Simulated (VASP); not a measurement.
Nb2Si2O: single point with PBE

Crystal: Nb2Si2O.

```
Nb Si O
1.0
     3.22675   -1.64779   -0.02164
     3.22675    1.64779   -0.02164
    -0.16561    0.00000    6.74646
Nb Si O
2 2 1
Direct
  0.68162 0.68162 0.84357
  0.31838 0.31838 0.15643
  0.65375 0.65375 0.41439
  0.34625 0.34625 0.58561
  0.00000 0.00000 0.00000
```

```yaml
Program: VASP 6.6.1
Task: single point
Functional: PBE
Potentials_or_basis: VASP PAW PBE potentials, release 64 (Nb_sv, Si, O)
Cutoff: 520 eV
k_mesh: 12 × 12 × 6
Occupations: gaussian, width 0.1 eV
Spin: no spin polarisation
Dipole_correction: no
Further_INCAR_settings: ALGO = Normal; EDIFF = 1e-07; NBANDS = 28
```

- Pressure: -0.2 GPa
- Largest force: 0.005 eV/Å
- Band gap on the k mesh: zero (bands 20 and 21 overlap by 0.71 eV)

Forces in eV/Å, atoms in the order of the input:
```
Nb  -0.004  0.000 -0.002
Nb   0.004  0.000  0.002
Si  -0.001  0.000 -0.001
Si   0.001  0.000  0.001
O    0.000  0.000  0.000
```

Levels at points of the mesh, in eV from the Fermi level:
```
           k point  band 16  band 17  band 18  band 19  band 20  band 21  band 22  band 23  band 24  band 25
(0.00, 0.00, 0.00)    -2.33    -2.13    -1.59    -1.36    -0.68    -0.02     0.79     1.18     1.35     1.99
(0.50, 0.00, 0.00)    -3.67    -3.40    -3.20    -0.90    -0.48     0.56     0.94     1.53     1.76     1.89
(0.50, 0.50, 0.00)    -3.99    -3.24    -2.04    -1.20     0.21     0.58     1.10     1.39     2.09     2.09
(0.00, 0.00, 0.50)    -1.79    -1.72    -1.33    -0.72    -0.28    -0.24    -0.12     0.18     1.90     1.91
(0.50, 0.00, 0.50)    -4.09    -3.51    -3.01    -0.81    -0.62     0.53     1.05     1.65     1.81     2.57
(0.50, 0.50, 0.50)    -4.45    -3.21    -1.94    -0.53    -0.52     0.59     1.28     1.31     1.78     1.89
```

Run time: 4.9 min on 1 thread of Intel(R) Xeon(R) 6975P-C (Granite Rapids), with other jobs on the host, peak memory 0.51 GiB.
